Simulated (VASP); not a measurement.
# HfB2 (P6/mmm) in VASP: further runs

Runs on HfB2. Level: PBEsol. Tasks: single point.

Program: VASP 6.6.1. These are calculated values, not measurements. Logs are shortened: lines on timing, memory, paths and dates and some standing lists are left out, and cuts for length are marked.

### 1 The cell of the first run

It takes space group P6/mmm (No. 191, hexagonal). Conventional cell: a = 3.129 Å, b = 3.129 Å, c = 3.468 Å, α = 90.00°, β = 90.00°, γ = 120.00°. Within 3.3 Å of Hf (site symmetry 6/mmm) lie 12 B at 2.50 Å and 6 Hf at 3.13 Å. B (site symmetry -6m2) has 3 B at 1.81 Å within 2.4 Å.

### 2 Single point, PBEsol (volume scaled by 0.99)

The input, INCAR:

```
ALGO = Normal ; EDIFF = 1E-6
ENCUT = 520 ; GGA = PS
ISIF = 2 ; ISMEAR = -1
LASPH = T ; LCHARG = F
LREAL = F ; LWAVE = F
NBANDS = 15 ; NELM = 60
PREC = Accurate ; SIGMA = 0.03
```

The input, KPOINTS:

```
k-points
0
Gamma
  15 15 12
```

The input, POSCAR:

```
HfB2
1.0
    3.1294983495      0.0000000000      0.0000000000
   -1.5647491748      2.7102250717      0.0000000000
    0.0000000000      0.0000000000      3.4683611171
Hf B
1 2
Direct
    0.0000000000      0.0000000000      0.0000000000
    0.3333333333      0.6666666667      0.5000000000
    0.6666666667      0.3333333333      0.5000000000
```

Potentials or basis: VASP PAW PBE potentials, release 64 (Hf_pv, B).

On the command line:

```console
$ cat potpaw_PBE.64/Hf_pv/POTCAR potpaw_PBE.64/B/POTCAR > POTCAR
$ mpirun -np 1 vasp_std > vasp.out
```

OUTCAR:

```text
EDIFF = 1E-6
   ENCUT = 520
   GGA = PS
   ISIF = 2
   ISMEAR = -1
   LASPH = T
   LREAL = F
   NELM = 60
   PREC = Accurate

 ion  position               nearest neighbor table
   1  0.000  0.000  0.000-   2 2.50   3 2.50   2 2.50   3 2.50   2 2.50   2 2.50   3 2.50   3 2.50
                             3 2.50   3 2.50   2 2.50   2 2.50
   2  0.333  0.667  0.500-   3 1.81   3 1.81   3 1.81   1 2.50   1 2.50   1 2.50   1 2.50   1 2.50
                             1 2.50
   3  0.667  0.333  0.500-   2 1.81   2 1.81   2 1.81   1 2.50   1 2.50   1 2.50   1 2.50   1 2.50
                             1 2.50

  LATTYP: Found a hexagonal cell.
 ALAT       =     3.1294983495
 C/A-ratio  =     1.1082802193

  Lattice vectors:

 A1 = (   3.1294983495,   0.0000000000,   0.0000000000)
 A2 = (  -1.5647491748,   2.7102250717,   0.0000000000)
 A3 = (   0.0000000000,   0.0000000000,   3.4683611171)

Analysis of symmetry for initial positions (statically):
=====================================================================
 Subroutine PRICEL returns:
 Original cell was already a primitive cell.

 Routine SETGRP: Setting up the symmetry group for a
 hexagonal supercell.

 Subroutine GETGRP returns: Found 24 space group operations
 (whereof 24 operations were pure point group operations)
 out of a pool of 24 trial point group operations.

The static configuration has the point symmetry D_6h.

Analysis of symmetry for dynamics (positions and initial velocities):
=====================================================================
 Subroutine PRICEL returns:
 Original cell was already a primitive cell.

 Routine SETGRP: Setting up the symmetry group for a
 hexagonal supercell.

 Subroutine GETGRP returns: Found 24 space group operations
 (whereof 24 operations were pure point group operations)
 out of a pool of 24 trial point group operations.

The dynamic configuration has the point symmetry D_6h.

 Subroutine INISYM returns: Found 24 space group operations
 (whereof 24 operations are pure point group operations),
 and found     1 'primitive' translations

----------------------------------------------------------------------------------------

                                     Primitive cell

  volume of cell :      29.4174

  direct lattice vectors                    reciprocal lattice vectors
     3.129498349  0.000000000  0.000000000     0.319540031  0.184486523  0.000000000
    -1.564749175  2.710225072  0.000000000     0.000000000  0.368973046  0.000000000
     0.000000000  0.000000000  3.468361117     0.000000000  0.000000000  0.288320612

  length of vectors
     3.129498349  3.129498349  3.468361117     0.368973046  0.368973046  0.288320612

  position of ions in fractional coordinates (direct lattice)
     0.000000000  0.000000000  0.000000000
     0.333333333  0.666666667  0.500000000
     0.666666667  0.333333333  0.500000000

  ion indices of the primitive-cell ions
   primitive index   ion index
                 1           1
                 2           2
                 3           3

----------------------------------------------------------------------------------------

 KPOINTS: k-points

Automatic generation of k-mesh.
 Grid dimensions read from file:
 generate k-points for:   15   15   12

 Generating k-lattice:

  Cartesian coordinates                     Fractional coordinates (reciprocal lattice)
     0.021302669  0.012299102  0.000000000     0.066666667  0.000000000  0.000000000
     0.000000000  0.024598203  0.000000000     0.000000000  0.066666667  0.000000000
     0.000000000  0.000000000  0.024026718     0.000000000  0.000000000  0.083333333

  Length of vectors
     0.024598203  0.024598203  0.024026718

  Shift w.r.t. Gamma in fractional coordinates (k-lattice)
     0.000000000  0.000000000  0.000000000

 Subroutine IBZKPT returns following result:
 ===========================================

 Found    189 irreducible k-points:

 Following reciprocal coordinates:
            Coordinates               Weight
  0.000000  0.000000  0.000000      1.000000
  0.066667  0.000000  0.000000      6.000000
  0.133333 -0.000000  0.000000      6.000000
  0.200000  0.000000  0.000000      6.000000
  0.266667 -0.000000  0.000000      6.000000
  0.333333  0.000000  0.000000      6.000000
[... 16 lines left out ...]
  0.333333  0.200000  0.000000     12.000000
  0.400000  0.200000  0.000000      6.000000
 [... further k-points ...]
   k-points           NKPTS =    189   k-points in BZ     NKDIM =    189   number of bands    NBANDS=     15
   number of dos      NEDOS =    301   number of ions     NIONS =      3
   total plane-waves  NPLWV =  16128
   dimension x,y,z NGX =    24 NGY =   24 NGZ =   28
   dimension x,y,z NGXF=    48 NGYF=   48 NGZF=   56
   ions per type =               1   2
   NGX,Y,Z   is equivalent  to a cutoff of  12.75, 12.75, 13.42 a.u.
   NGXF,Y,Z  is equivalent  to a cutoff of  25.50, 25.50, 26.84 a.u.
 SYSTEM =  unknown system
   PREC   = accura    normal or accurate (medium, high low for compatibility)
   ISTART =      0    job   : 0-new  1-cont  2-samecut
   ICHARG =      2    charge: 1-file 2-atom 10-const
   ISPIN  =      1    spin polarized calculation?
   LNONCOLLINEAR =      F non collinear calculations
   LSORBIT =      F    spin-orbit coupling
   LASPH  =      T    aspherical Exc in radial PAW
   ENCUT  =  520.0 eV  38.22 Ry    6.18 a.u.   5.82  5.82  6.45*2*pi/ulx,y,z
   NELM   =     60;   NELMIN=  2; NELMDL= -5     # of ELM steps
   EDIFF  = 0.1E-05   stopping-criterion for ELM
   LREAL  =      F    real-space projection
   EDIFFG = 0.1E-04   stopping-criterion for IOM
   NSW    =      0    number of steps for IOM
   IBRION =     -1    ionic relax: 0-MD 1-quasi-New 2-CG
   NFREE  =      0    steps in history (QN), initial steepest desc. (CG)
   ISIF   =      2    stress and relaxation
   ISYM   =      2    0-nonsym 1-usesym 2-fastsym
   POTIM  = 0.5000    time-step for ionic-motion
   TEBEG  =    0.0;   TEEND  =   0.0 temperature during run
   PSTRESS=    0.0 pullay stress
   NELECT =      16.0000    total number of electrons
   NUPDOWN=      -1.0000    fix difference up-down
   EMIN   =  10.00;   EMAX   =-10.00  energy-range for DOS
   EFERMI =   0.00;   METHOD = LEGACY
   ISMEAR =    -1;   SIGMA  =   0.03  broadening in eV -4-tet -1-fermi 0-gaus
   EFERMI_NEDOS =   21; number of points for ismear=-14 and -15
   IALGO  =     38    algorithm
   IMIX   =      4    mixing-type and parameters
     AMIX     =   0.40;   BMIX     =  1.00
     AMIX_MAG =   1.60;   BMIX_MAG =  1.00
  volume/ion in A,a.u.               =       9.81        66.17
  Fermi-wavevector in a.u.,A,eV,Ry     =   1.336329  2.525295 24.296943  1.785775
  Thomas-Fermi vector in A             =   2.464964
   LORBIT       =      0    0 simple, 1 ext, 2 COOP (PROOUT), +10 PAW based schemes
   GGA     = PS    functional components
   LHFCALC =     F    Hartree Fock is set to
   AEXX    =    0.0000 exact exchange contribution
   IVDW    =     0    specifies the selected vdW correction
   LEPSILON=     F    determine dielectric tensor
   LRPA    =     F    only Hartree local field effects (RPA)
 non-spin polarized calculation
  energy-cutoff  :      520.00
  volume of cell :       29.42
 maximum number of plane-waves:       812
 NGX is ok and might be reduce to    24
   NGX = 11   NGY = 11   NGZ = 13

 number of electron      15.9999998 magnetization

 Free energy of the ion-electron system (eV)
  ---------------------------------------------------
  ext. energy  EPLUGINS =         0.00000000
  ---------------------------------------------------
  free energy    TOTEN  =       -27.86438347 eV

  energy without entropy =      -27.86367822  energy(sigma->0) =      -27.86403084

 E-fermi :   7.6471     XC(G=0): -12.7286

 val. band max:        7.6151235267   @ k =   0.4000   0.1333   0.0000
 cond. band min:       7.6523468374   @ k =   0.0667   0.0667   0.4167
 fundamental gap:      0.0372233108
 Fermi energy:         7.6471180839

 k-point     1 :       0.0000    0.0000    0.0000
  band No.  band energies     occupation
      1     -22.9176      2.00000
      2     -22.3954      2.00000
      3     -22.3954      2.00000
      4      -6.1518      2.00000
      5       4.5628      2.00000
      6       4.7217      2.00000
      7       4.7217      2.00000
      8       4.8842      2.00000
      9      11.6728      0.00000
     10      11.6728      0.00000
     11      12.3485      0.00000
     12      12.3485      0.00000
     13      12.6703      0.00000
     14      12.6703      0.00000
     15      12.7668      0.00000

 k-point     2 :       0.0667    0.0000    0.0000
  band No.  band energies     occupation
      1     -22.9116      2.00000
      2     -22.4323      2.00000
      3     -22.4035      2.00000
      4      -6.0541      2.00000
      5       4.4435      2.00000
      6       4.6630      2.00000
      7       4.7186      2.00000
      8       4.7947      2.00000
      9      11.4765      0.00000
     10      11.6033      0.00000
     11      11.7768      0.00000
     12      11.8045      0.00000
     13      13.0553      0.00000
     14      13.3865      0.00000
     15      13.5235      0.00000

 k-point     3 :       0.1333   -0.0000    0.0000
  band No.  band energies     occupation
      1     -22.8947      2.00000
      2     -22.5353      2.00000
      3     -22.4264      2.00000
      4      -5.7680      2.00000
      5       3.7363      2.00000
      6       4.5631      2.00000
      7       4.6967      2.00000
      8       4.9241      2.00000
      9      10.4965      0.00000
     10      11.3995      0.00000
     11      11.4149      0.00000
     12      12.0300      0.00000
     13      13.5438      0.00000
     14      14.2940      0.00000
     15      14.7481      0.00000
[... 343 lines left out ...]
 k-point    23 :       0.3333    0.2000    0.0000
  band No.  band energies     occupation
      1     -23.0826      2.00000
      2     -22.7716      2.00000
      3     -22.7401      2.00000
      4      -2.2285      2.00000
      5      -0.3490      2.00000
      6       1.6437      2.00000
      7       3.9796      2.00000
      8       6.7784      2.00000
      9       7.4126      1.99919
     10       9.9210      0.00000
     11      13.0193      0.00000
     12      14.6274      0.00000
     13      16.0870      0.00000
     14      17.5206      0.00000
     15      17.8372      0.00000

 k-point    24 :       0.4000    0.2000    0.0000
  band No.  band energies     occupation
      1     -23.0974      2.00000
      2     -22.7667      2.00000
      3     -22.7586      2.00000
      4      -1.4897      2.00000
      5      -1.1052      2.00000
      6       1.5365      2.00000
      7       4.0221      2.00000
      8       6.5572      2.00000
      9       7.3720      1.99979
     10      10.6311      0.00000
     11      12.3005      0.00000
     12      14.5953      0.00000
     13      16.6283      0.00000
     14      17.7881      0.00000
     15      18.2001      0.00000

 [... further k-points ...]
[... 5 lines left out ...]
  --------------------------------------------------------------------------------------
  -------------------------------------------------------------------------------------
  Total       -0.2673989     -0.2673989     -0.5305600      0.0000000     -0.0000000      0.0000000
  in kB      -14.5634993    -14.5634993    -28.8961948      0.0000000     -0.0000000      0.0000000
  external PRESSURE =     -19.3410645 kB  Pullay stress =       0.0000000 kB

 VOLUME and BASIS-vectors are now :
 -----------------------------------------------------------------------------
  energy-cutoff  :      520.00
  volume of cell :       29.42
      direct lattice vectors                 reciprocal lattice vectors
     3.129498349  0.000000000  0.000000000     0.319540031  0.184486523  0.000000000
    -1.564749175  2.710225072  0.000000000     0.000000000  0.368973046  0.000000000
     0.000000000  0.000000000  3.468361117     0.000000000  0.000000000  0.288320612

 POSITION                                       TOTAL-FORCE (eV/Angst)
 -----------------------------------------------------------------------------------
      0.00000      0.00000      0.00000        -0.000000      0.000000      0.000000
     -0.00000      1.80682      1.73418         0.000000      0.000000      0.000000
      1.56475      0.90341      1.73418        -0.000000      0.000000      0.000000
 -----------------------------------------------------------------------------------
    total drift:                               -0.000000      0.000000      0.000000

  FREE ENERGIE OF THE ION-ELECTRON SYSTEM (eV)
  ---------------------------------------------------
  free  energy   TOTEN  =       -27.8643834662 eV

  energy  without entropy=      -27.8636782199  energy(sigma->0) =      -27.86403084
```

Run time: 23 s. Hardware: 1 thread of Intel Xeon 6975P-C (Granite Rapids), shared host; peak memory 0.2 GiB.

Results:

| Property | Result |
| --- | --- |
| Free energy | -27.8644 eV |
| Pressure | -1.9 GPa |
| Band gap on the k mesh | zero (band 8 reaches 8.41 eV, above the bottom of band 9 at 7.37 eV) |

Levels at points of the mesh, in eV from the Fermi level:
```
           k point  band 6  band 7  band 8  band 9  band 10  band 11
(0.00, 0.00, 0.00)   -2.93   -2.93   -2.76    4.03     4.03     4.70
(0.00, 0.00, 0.50)   -1.18   -1.18    0.28    0.28     0.97     0.97
```

Caveat: the PAW data sets were made with another functional, which shifts forces and pressure a little; spin-orbit coupling is left out, which moves the levels of the heavy elements.

### 3 Single point, PBEsol (volume scaled by 1.02)

The input, INCAR:

```
SYSTEM = HfB2
ALGO = Normal ; EDIFF = 1E-7
ENCUT = 520 ; GGA = PS
ISIF = 2 ; ISMEAR = -1
LASPH = .True. ; LCHARG = .False.
LREAL = .False. ; LWAVE = .False.
NBANDS = 15 ; NELM = 60
PREC = Accurate ; SIGMA = 0.03
```

The input, KPOINTS:

```
k-points
0
Gamma
  15 15 12
  0 0 0
```

The input, POSCAR:

```
HfB2
1.0
    3.1607954092      0.0000000000      0.0000000000
   -1.5803977046      2.7373291205      0.0000000000
    0.0000000000      0.0000000000      3.5030470293
Hf B
1 2
Direct
    0.0000000000      0.0000000000      0.0000000000
    0.3333333333      0.6666666667      0.5000000000
    0.6666666667      0.3333333333      0.5000000000
```

Potentials or basis: VASP PAW PBE potentials, release 64 (Hf_pv, B).

On the command line:

```console
$ cat potpaw_PBE.64/Hf_pv/POTCAR potpaw_PBE.64/B/POTCAR > POTCAR
$ mpirun -np 1 vasp_std > vasp.out
```

Wall time 23 s (1 thread of Intel Xeon 6975P-C (Granite Rapids), shared host); peak memory 0.2 GiB.

It converged, with:

| Item | Value |
| --- | --- |
| Free energy | -27.8333 eV |
| Pressure | -9.2 GPa |
| Band gap on the k mesh | zero (band 8 reaches 8.15 eV, above the bottom of band 9 at 7.15 eV) |

Stress tensor (GPa, compression positive):
```
-9.03  0.00  0.00
 0.00 -9.03  0.00
 0.00  0.00 -9.55
```

Levels at points of the mesh, in eV from the Fermi level:
| k point | band 6 | band 7 | band 8 | band 9 | band 10 | band 11 |
| --- | --- | --- | --- | --- | --- | --- |
| (0.00, 0.00, 0.00) | -2.86 | -2.86 | -2.77 | 3.87 | 3.87 | 4.54 |
| (0.00, 0.00, 0.50) | -1.17 | -1.17 | 0.27 | 0.27 | 0.94 | 0.94 |

Caveat: the PAW data sets were made with another functional, which shifts forces and pressure a little; spin-orbit coupling is left out, which moves the levels of the heavy elements.
